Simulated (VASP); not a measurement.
# Rh (Fd-3m) in VASP: a series of runs, part 2 of 2

VASP 6.6.1. The steps go on from the part before.

## 3. Single point, revPBE (volume scaled by 0.88)

Contents of INCAR:

```
SYSTEM = Rh
  ALGO = Normal
  EDIFF = 1E-6
  ENCUT = 520
  GGA = RE
  ISIF = 2
  ISMEAR = -1
  LASPH = .TRUE.
  LCHARG = .FALSE.
  LREAL = .FALSE.
  LWAVE = .FALSE.
  NBANDS = 22
  NELM = 60
  PREC = Accurate
  SIGMA = 0.1
```

Contents of KPOINTS:

```
k-points
0
G
  11 11 11
  0 0 0
```

Contents of POSCAR:

```
Rh
1.0
    0.0000000000      2.6587510098      2.6587510098
    2.6587510098      0.0000000000      2.6587510098
    2.6587510098      2.6587510098      0.0000000000
Rh
2
Direct
    0.1250000000      0.1250000000      0.1250000000
    0.8750000000      0.8750000000      0.8750000000
```

Potentials or basis: VASP PAW PBE potentials, release 64 (Rh_pv).

Started as:

```
> cat potpaw_PBE.64/Rh_pv/POTCAR > POTCAR
> mpirun -np 1 vasp_std > vasp.out
```

OUTCAR:

```text
SYSTEM = Rh
   EDIFF = 1E-6
   ENCUT = 520
   GGA = RE
   ISIF = 2
   ISMEAR = -1
   LASPH = .TRUE.
   LREAL = .FALSE.
   NELM = 60
   PREC = Accurate

 ion  position               nearest neighbor table
   1  0.125  0.125  0.125-   2 2.30   2 2.30   2 2.30   2 2.30
   2  0.875  0.875  0.875-   1 2.30   1 2.30   1 2.30   1 2.30

  LATTYP: Found a face centered cubic cell.
 ALAT       =     5.3175020196

  Lattice vectors:

 A1 = (   0.0000000000,   2.6587510098,   2.6587510098)
 A2 = (   2.6587510098,   0.0000000000,   2.6587510098)
 A3 = (   2.6587510098,   2.6587510098,   0.0000000000)

Analysis of symmetry for initial positions (statically):
=====================================================================
 Subroutine PRICEL returns:
 Original cell was already a primitive cell.

 Routine SETGRP: Setting up the symmetry group for a
 face centered cubic supercell.

 Subroutine GETGRP returns: Found 48 space group operations
 (whereof 12 operations were pure point group operations)
 out of a pool of 48 trial point group operations.

The static configuration has the point symmetry D_3d.
 The point group associated with its full space group is O_h .

Analysis of symmetry for dynamics (positions and initial velocities):
=====================================================================
 Subroutine PRICEL returns:
 Original cell was already a primitive cell.

 Routine SETGRP: Setting up the symmetry group for a
 face centered cubic supercell.

 Subroutine GETGRP returns: Found 48 space group operations
 (whereof 12 operations were pure point group operations)
 out of a pool of 48 trial point group operations.

The dynamic configuration has the point symmetry D_3d.
 The point group associated with its full space group is O_h .

 Subroutine INISYM returns: Found 48 space group operations
 (whereof 12 operations are pure point group operations),
 and found     1 'primitive' translations

----------------------------------------------------------------------------------------

                                     Primitive cell

  volume of cell :      37.5892

  direct lattice vectors                    reciprocal lattice vectors
     0.000000000  2.658751010  2.658751010    -0.188058227  0.188058227  0.188058227
     2.658751010  0.000000000  2.658751010     0.188058227 -0.188058227  0.188058227
     2.658751010  2.658751010  0.000000000     0.188058227  0.188058227 -0.188058227

  length of vectors
     3.760041737  3.760041737  3.760041737     0.325726403  0.325726403  0.325726403

  position of ions in fractional coordinates (direct lattice)
     0.125000000  0.125000000  0.125000000
     0.875000000  0.875000000  0.875000000

  ion indices of the primitive-cell ions
   primitive index   ion index
                 1           1
                 2           2

----------------------------------------------------------------------------------------

 KPOINTS: k-points

Automatic generation of k-mesh.
 Grid dimensions read from file:
 generate k-points for:   11   11   11

 Generating k-lattice:

  Cartesian coordinates                     Fractional coordinates (reciprocal lattice)
    -0.017096202  0.017096202  0.017096202     0.090909091  0.000000000  0.000000000
     0.017096202 -0.017096202  0.017096202     0.000000000  0.090909091  0.000000000
     0.017096202  0.017096202 -0.017096202     0.000000000  0.000000000  0.090909091

  Length of vectors
     0.029611491  0.029611491  0.029611491

  Shift w.r.t. Gamma in fractional coordinates (k-lattice)
     0.000000000  0.000000000  0.000000000

 Subroutine IBZKPT returns following result:
 ===========================================

 Found     56 irreducible k-points:

 Following reciprocal coordinates:
            Coordinates               Weight
  0.000000  0.000000  0.000000      1.000000
  0.090909  0.000000  0.000000      8.000000
  0.181818  0.000000  0.000000      8.000000
  0.272727  0.000000  0.000000      8.000000
  0.363636  0.000000  0.000000      8.000000
  0.454545  0.000000  0.000000      8.000000
[... 16 lines left out ...]
 -0.272727  0.181818  0.000000     24.000000
 -0.181818  0.181818  0.000000     12.000000
 [... further k-points ...]
   k-points           NKPTS =     56   k-points in BZ     NKDIM =     56   number of bands    NBANDS=     22
   number of dos      NEDOS =    301   number of ions     NIONS =      2
   total plane-waves  NPLWV =  21952
   dimension x,y,z NGX =    28 NGY =   28 NGZ =   28
   dimension x,y,z NGXF=    56 NGYF=   56 NGZF=   56
   ions per type =               2
   NGX,Y,Z   is equivalent  to a cutoff of  12.38, 12.38, 12.38 a.u.
   NGXF,Y,Z  is equivalent  to a cutoff of  24.76, 24.76, 24.76 a.u.
 SYSTEM =  Rh
   PREC   = accura    normal or accurate (medium, high low for compatibility)
   ISTART =      0    job   : 0-new  1-cont  2-samecut
   ICHARG =      2    charge: 1-file 2-atom 10-const
   ISPIN  =      1    spin polarized calculation?
   LNONCOLLINEAR =      F non collinear calculations
   LSORBIT =      F    spin-orbit coupling
   LASPH  =      T    aspherical Exc in radial PAW
   ENCUT  =  520.0 eV  38.22 Ry    6.18 a.u.   6.99  6.99  6.99*2*pi/ulx,y,z
   NELM   =     60;   NELMIN=  2; NELMDL= -5     # of ELM steps
   EDIFF  = 0.1E-05   stopping-criterion for ELM
   LREAL  =      F    real-space projection
   EDIFFG = 0.1E-04   stopping-criterion for IOM
   NSW    =      0    number of steps for IOM
   IBRION =     -1    ionic relax: 0-MD 1-quasi-New 2-CG
   NFREE  =      0    steps in history (QN), initial steepest desc. (CG)
   ISIF   =      2    stress and relaxation
   ISYM   =      2    0-nonsym 1-usesym 2-fastsym
   POTIM  = 0.5000    time-step for ionic-motion
   TEBEG  =    0.0;   TEEND  =   0.0 temperature during run
   PSTRESS=    0.0 pullay stress
   NELECT =      30.0000    total number of electrons
   NUPDOWN=      -1.0000    fix difference up-down
   EMIN   =  10.00;   EMAX   =-10.00  energy-range for DOS
   EFERMI =   0.00;   METHOD = LEGACY
   ISMEAR =    -1;   SIGMA  =   0.10  broadening in eV -4-tet -1-fermi 0-gaus
   EFERMI_NEDOS =   21; number of points for ismear=-14 and -15
   IALGO  =     38    algorithm
   IMIX   =      4    mixing-type and parameters
     AMIX     =   0.40;   BMIX     =  1.00
     AMIX_MAG =   1.60;   BMIX_MAG =  1.00
  volume/ion in A,a.u.               =      18.79       126.83
  Fermi-wavevector in a.u.,A,eV,Ry     =   1.518545  2.869633 31.374736  2.305978
  Thomas-Fermi vector in A             =   2.627651
   LORBIT       =      0    0 simple, 1 ext, 2 COOP (PROOUT), +10 PAW based schemes
   GGA     = RE    functional components
   LHFCALC =     F    Hartree Fock is set to
   AEXX    =    0.0000 exact exchange contribution
   IVDW    =     0    specifies the selected vdW correction
   LEPSILON=     F    determine dielectric tensor
   LRPA    =     F    only Hartree local field effects (RPA)
 non-spin polarized calculation
  energy-cutoff  :      520.00
  volume of cell :       37.59
 maximum number of plane-waves:      1028
   NGX = 13   NGY = 13   NGZ = 13

 number of electron      30.0000014 magnetization

 Free energy of the ion-electron system (eV)
  ---------------------------------------------------
  ext. energy  EPLUGINS =         0.00000000
  ---------------------------------------------------
  free energy    TOTEN  =       -11.15482365 eV

  energy without entropy =      -11.06523521  energy(sigma->0) =      -11.11002943

 E-fermi :   7.8707     XC(G=0): -11.6403

 val. band max:        7.8668378789   @ k =   0.4545   0.2727   0.0000
 cond. band min:       7.8713370627   @ k =   0.2727   0.1818   0.0909
 fundamental gap:      0.0044991838
 Fermi energy:         7.8707128584

 k-point     1 :       0.0000    0.0000    0.0000
  band No.  band energies     occupation
      1     -39.6664      2.00000
      2     -39.6664      2.00000
      3     -39.6664      2.00000
      4     -38.8371      2.00000
      5     -38.8371      2.00000
      6     -38.8371      2.00000
[... 14 lines left out ...]
     21      21.0846      0.00000
     22      21.4831      0.00000

 k-point     2 :       0.0909    0.0000    0.0000
  band No.  band energies     occupation
      1     -39.6741      2.00000
      2     -39.6741      2.00000
      3     -39.6646      2.00000
      4     -38.8396      2.00000
      5     -38.8290      2.00000
      6     -38.8290      2.00000
[... 14 lines left out ...]
     21      20.7232      0.00000
     22      21.9872      0.00000
[... 523 lines left out ...]
     21      19.0301      0.00000
     22      22.7748      0.00000

 k-point    24 :      -0.1818    0.1818    0.0000
  band No.  band energies     occupation
      1     -39.7740      2.00000
      2     -39.7182      2.00000
      3     -39.6017      2.00000
      4     -38.9060      2.00000
      5     -38.7828      2.00000
      6     -38.7279      2.00000
[... 14 lines left out ...]
     21      19.7664      0.00000
     22      22.1662      0.00000

 [... further k-points ...]
[... 5 lines left out ...]
  --------------------------------------------------------------------------------------
  -------------------------------------------------------------------------------------
  Total        4.9755914      4.9755914      4.9755914     -0.0000000      0.0000000     -0.0000000
  in kB      212.0763731    212.0763731    212.0763731     -0.0000000      0.0000000     -0.0000000
  external PRESSURE =     212.0763731 kB  Pullay stress =       0.0000000 kB

 VOLUME and BASIS-vectors are now :
 -----------------------------------------------------------------------------
  energy-cutoff  :      520.00
  volume of cell :       37.59
      direct lattice vectors                 reciprocal lattice vectors
     0.000000000  2.658751010  2.658751010    -0.188058227  0.188058227  0.188058227
     2.658751010  0.000000000  2.658751010     0.188058227 -0.188058227  0.188058227
     2.658751010  2.658751010  0.000000000     0.188058227  0.188058227 -0.188058227

 POSITION                                       TOTAL-FORCE (eV/Angst)
 -----------------------------------------------------------------------------------
      0.66469      0.66469      0.66469        -0.000000     -0.000000     -0.000000
      4.65281      4.65281      4.65281         0.000000      0.000000      0.000000
 -----------------------------------------------------------------------------------
    total drift:                                0.000000     -0.000000     -0.000000

  FREE ENERGIE OF THE ION-ELECTRON SYSTEM (eV)
  ---------------------------------------------------
  free  energy   TOTEN  =       -11.1548236538 eV

  energy  without entropy=      -11.0652352101  energy(sigma->0) =      -11.11002943
```

OSZICAR:

```text
N       E                     dE             d eps       ncg     rms          rms(c)
DAV:   1     0.326262875790E+03    0.32626E+03   -0.19098E+04  2472   0.150E+03
DAV:   2    -0.496725290598E+01   -0.33123E+03   -0.31813E+03  2602   0.452E+02
DAV:   3    -0.115308017830E+02   -0.65635E+01   -0.65195E+01  2836   0.738E+01
DAV:   4    -0.115828166386E+02   -0.52015E-01   -0.52010E-01  2910   0.649E+00
DAV:   5    -0.115836481514E+02   -0.83151E-03   -0.83151E-03  2902   0.827E-01    0.124E+01
DAV:   6    -0.111735485577E+02    0.41010E+00   -0.12010E+00  2758   0.110E+01    0.593E+00
DAV:   7    -0.111590714043E+02    0.14477E-01   -0.14334E-02  2578   0.125E+00    0.296E+00
DAV:   8    -0.111547249752E+02    0.43464E-02   -0.51485E-03  2704   0.786E-01    0.586E-02
DAV:   9    -0.111548094890E+02   -0.84514E-04   -0.19287E-04  2910   0.147E-01    0.249E-02
DAV:  10    -0.111548237325E+02   -0.14244E-04   -0.14234E-05  2722   0.333E-02    0.243E-03
DAV:  11    -0.111548236538E+02    0.78680E-07   -0.29492E-07  1784   0.435E-03
   1 F= -.11154824E+02 E0= -.11110029E+02  d E =-.895884E-01
```

Run time: 15 s. Hardware: 1 thread of Intel Xeon 6975P-C (Granite Rapids), shared host; peak memory 0.17 GiB.

Results:

- Free energy: -11.1548 eV
- Pressure: 21.2 GPa
- Band gap on the k mesh: zero (band 15 reaches 8.60 eV, above the bottom of band 16 at 7.27 eV)

Caveat: the PAW data sets were made with another functional, which shifts forces and pressure a little.

## 4. Single point, revPBE (volume scaled by 0.92)

Contents of INCAR:

```
SYSTEM = Rh
PREC = Accurate ; ENCUT = 520
EDIFF = 1E-6 ; ISMEAR = -1
SIGMA = 0.1 ; LREAL = .False.
LASPH = .True. ; NELM = 100
ALGO = Normal ; ISIF = 2
LWAVE = .False. ; LCHARG = .False.
GGA = RE ; NBANDS = 22
```

Contents of KPOINTS:

```
Automatic mesh
0
Gamma
  11 11 11
  0 0 0
```

Contents of POSCAR:

```
Rh
1.0
    0.0000000000      2.6984397120      2.6984397120
    2.6984397120      0.0000000000      2.6984397120
    2.6984397120      2.6984397120      0.0000000000
Rh
2
Direct
    0.1250000000      0.1250000000      0.1250000000
    0.8750000000      0.8750000000      0.8750000000
```

Started as:

```
> cat potpaw_PBE.64/Rh_pv/POTCAR > POTCAR
> mpirun -np 1 vasp_std > vasp.out
```

Run time: 15 s. Hardware: 1 thread of Intel Xeon 6975P-C (Granite Rapids), shared host; peak memory 0.17 GiB.

Results (log left out):

```
Free energy            : -11.3326 eV
Pressure               : 12.4 GPa
Band gap on the k mesh : zero (band 15 reaches 7.93 eV, above the bottom of band 16 at 6.69 eV)
```

Levels at points of the mesh, in eV from the Fermi level:
| k point | band 12 | band 13 | band 14 | band 15 | band 16 | band 17 | band 18 | band 19 |
| --- | --- | --- | --- | --- | --- | --- | --- | --- |
| (0.00, 0.00, 0.00) | -4.19 | -1.54 | -1.54 | -1.54 | 0.42 | 0.42 | 12.76 | 13.03 |

Caveat: the PAW data sets were made with another functional, which shifts forces and pressure a little.

## 5. Single point, revPBE (volume scaled by 0.96)

Contents of INCAR:

```
SYSTEM = Rh
PREC = Accurate
ENCUT = 520
EDIFF = 1E-7
ISMEAR = -1
SIGMA = 0.1
LREAL = .False.
LASPH = .True.
NELM = 100
ALGO = Normal
ISIF = 2
LWAVE = .False.
LCHARG = .False.
GGA = RE
NBANDS = 22
```

KPOINTS is that of step 4.

Contents of POSCAR:

```
Rh
1.0
    0.0000000000      2.7369940596      2.7369940596
    2.7369940596      0.0000000000      2.7369940596
    2.7369940596      2.7369940596      0.0000000000
Rh
2
Direct
    0.1250000000      0.1250000000      0.1250000000
    0.8750000000      0.8750000000      0.8750000000
```

Started as:

```
> cat potpaw_PBE.64/Rh_pv/POTCAR > POTCAR
> mpirun -np 1 vasp_std > vasp.out
```

Run time: 21 s. Hardware: 1 thread of Intel Xeon 6975P-C (Granite Rapids), shared host; peak memory 0.18 GiB.

Results (log left out):

* Free energy: -11.4268 eV
* Pressure: 5.5 GPa
* Band gap on the k mesh: zero (band 15 reaches 7.32 eV, above the bottom of band 16 at 6.16 eV)

Levels at points of the mesh, in eV from the Fermi level:
| k point | band 11 | band 12 | band 13 | band 14 | band 15 | band 16 | band 17 | band 18 | band 19 | band 20 |
| --- | --- | --- | --- | --- | --- | --- | --- | --- | --- | --- |
| (0.00, 0.00, 0.00) | -3.98 | -3.98 | -1.45 | -1.45 | -1.45 | 0.38 | 0.38 | 12.63 | 12.83 | 12.83 |

Caveat: the PAW data sets were made with another functional, which shifts forces and pressure a little.

## 6. Single point, revPBE

Contents of INCAR:

```
PREC     = Accurate       # precision mode
ENCUT    = 520            # plane-wave cutoff, eV
EDIFF    = 1E-6           # SCF threshold, eV
ISMEAR   = -1             # smearing method
SIGMA    = 0.1            # smearing width, eV
LREAL    = False          # projectors in reciprocal space
LASPH    = True           # aspherical terms in the spheres
NELM     = 80             # most SCF steps
ALGO     = Normal         # electronic algorithm
ISIF     = 2              # what is computed and relaxed
LWAVE    = False          # write WAVECAR
LCHARG   = False          # write CHGCAR
GGA      = RE             # functional
NBANDS   = 22             # bands
```

Contents of KPOINTS:

```
Automatic mesh
0
Gamma
  11 11 11
```

Contents of POSCAR:

```
Rh
1.0
    0.0000000000      2.7744917885      2.7744917885
    2.7744917885      0.0000000000      2.7744917885
    2.7744917885      2.7744917885      0.0000000000
Rh
2
Direct
    0.1250000000      0.1250000000      0.1250000000
    0.8750000000      0.8750000000      0.8750000000
```

Potentials or basis: VASP PAW PBE potentials, release 64 (Rh_pv).

Started as:

```
> cat potpaw_PBE.64/Rh_pv/POTCAR > POTCAR
> mpirun -np 1 vasp_std > vasp.out
```

Wall time 19 s (1 thread of Intel Xeon 6975P-C (Granite Rapids), shared host); peak memory 0.18 GiB.

Results (log left out):

| Property | Result |
| --- | --- |
| Free energy | -11.4556 eV |
| Pressure | 0.0 GPa |
| Band gap on the k mesh | zero (band 15 reaches 6.76 eV, above the bottom of band 16 at 5.67 eV) |

Levels at points of the mesh, in eV from the Fermi level:
```csv
k point,band 11,band 12,band 13,band 14,band 15,band 16,band 17,band 18,band 19,band 20
"(0.00, 0.00, 0.00)",-3.78,-3.78,-1.37,-1.37,-1.37,0.34,0.34,12.49,12.60,12.60
```

Caveat: the PAW data sets were made with another functional, which shifts forces and pressure a little.

## 7. The runs side by side

| cell | k mesh | gap on the mesh (eV) | pressure (GPa) |
| --- | --- | --- | --- |
| a = 3.924 Å, angles 60.0°, 2 atoms | 10 × 10 × 10 | none | 0.2 |
| a = 3.760 Å, angles 60.0°, 2 atoms | 11 × 11 × 11 | none | 21.2 |
| a = 3.816 Å, angles 60.0°, 2 atoms | 11 × 11 × 11 | none | 12.4 |
| a = 3.871 Å, angles 60.0°, 2 atoms | 11 × 11 × 11 | none | 5.5 |
| a = 3.924 Å, angles 60.0°, 2 atoms | 11 × 11 × 11 | none | 0.0 |

Alike in all rows: task single point; level revPBE; potentials or basis VASP PAW PBE potentials, release 64 (Rh_pv); no spin polarisation; cutoff (eV) 520; smearing fermi-dirac 0.1 eV.

Caveats: the PAW data sets were made with another functional, which shifts forces and pressure a little.

Absolute energies hang on the potentials; compare differences alone.
